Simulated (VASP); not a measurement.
**Sc: single point with PBE**

The system is Sc.

```
CELL_PARAMETERS angstrom
3.31940 0.00000 0.00000
-1.65970 2.87468 0.00000
0.00000 0.00000 5.16554
ATOMIC_POSITIONS crystal
Sc 0.33333 0.66667 0.25000
Sc 0.66667 0.33333 0.75000
```

```
Program             : VASP 6.6.1
Task                : single point
Functional          : PBE
Potentials or basis : VASP PAW PBE potentials, release 64 (Sc_sv)
Cutoff              : 520 eV
k mesh              : 12 × 12 × 8
Occupations         : gaussian, width 0.1 eV
Spin                : no spin polarisation
```

```yaml
Pressure: 0.0 GPa
Band_gap_on_the_k_mesh: zero (bands 11 and 12 overlap by 1.47 eV)
```

Levels at points of the mesh, in eV from the Fermi level:
```tsv
k point	band 9	band 10	band 11	band 12	band 13	band 14
(0.00, 0.00, 0.00)	-5.13	-1.63	0.62	1.59	1.59	1.86
(0.50, 0.00, 0.00)	-1.62	-1.06	-0.67	-0.35	1.30	1.34
(0.00, 0.00, 0.50)	-3.58	-3.58	0.98	0.98	1.50	1.50
(0.50, 0.00, 0.50)	-1.47	-1.47	0.07	0.07	1.28	1.28
```

Run time: 94 s on 1 thread of Oxide Virtual Turin-like Processor, with other jobs on the host, peak memory 0.18 GiB.
